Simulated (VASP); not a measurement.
The system is PbS.

```
Pb S
1.0
    -0.08038    3.30098    3.30098
     3.30098   -0.08038    3.30098
     3.22060    3.22060    0.00000
Pb S
1 1
Cartesian
  0.0000 0.0000 -0.0275
  1.6103 1.6103 1.6779
```

This cell differs from its parent crystal: shear xy strain -4.9%.

Base run:

* Program: VASP 6.6.1
* Functional: r2SCAN
* Potentials or basis: VASP PAW PBE potentials, release 64 (Pb_d, S)
* Cutoff: 520 eV
* k mesh: 6 × 6 × 6
* Occupations: gaussian, width 0.01 eV
* Spin: no spin polarisation

Its results: band gap on the k mesh 1.07 eV (least direct gap 1.44 eV); pressure -0.1 GPa.

**Question.** The run is repeated on the same cell with these changes: functional from r2SCAN to PBE; occupations from gaussian, width 0.01 eV to fermi-dirac, width 0.02 eV. What comes out?

**Answer.** Band gap on the k mesh 0.91 eV (least direct gap 1.27 eV); pressure 0.6 GPa.

Caveats: spin-orbit coupling is left out, which moves the levels of the heavy elements; the PAW data sets were made with another functional, which shifts forces and pressure a little (at least some runs).

A k mesh can miss the band edges.
